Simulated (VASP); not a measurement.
Input of a VASP 6.6.1 run:

Contents of INCAR:

```
SYSTEM = Fe
ALGO = Normal
EDIFF = 1E-6
ENCUT = 520
GGA = CA
ISIF = 2
ISMEAR = -1
ISPIN = 2
LASPH = .True.
LCHARG = .True.
LELF = .True.
LMAXMIX = 4
LORBIT = 11
LREAL = .False.
LVHAR = .True.
LWAVE = .False.
MAGMOM = 3
NBANDS = 14
NELM = 150
PREC = Accurate
SIGMA = 0.05
```

File KPOINTS:

```
k-points
0
Gamma
  13 13 13
  0 0 0
```

POSCAR

```
Fe
1.0
    0.0000000000      1.9154967481      1.9385464314
    1.4781880421      0.0000000000      1.9385464314
    1.4781880421      1.9154967481      0.0000000000
Fe
1
Direct
    0.0000000000      0.0000000000      0.0000000000
```

Potentials or basis: VASP PAW LDA potentials, release 64 (Fe).

The run is started by

```bash
$ cat potpaw_LDA.64/Fe/POTCAR > POTCAR
$ mpirun -np 1 vasp_std > vasp.out
```

What does it give for the pressure?

-12.5 GPa.

Estimate the band gap on the k mesh.

zero (filled and empty bands overlap).

Stress tensor (GPa, compression positive):
```
-19.24   0.00   0.00
  0.00  -8.23   0.00
  0.00   0.00 -10.14
```
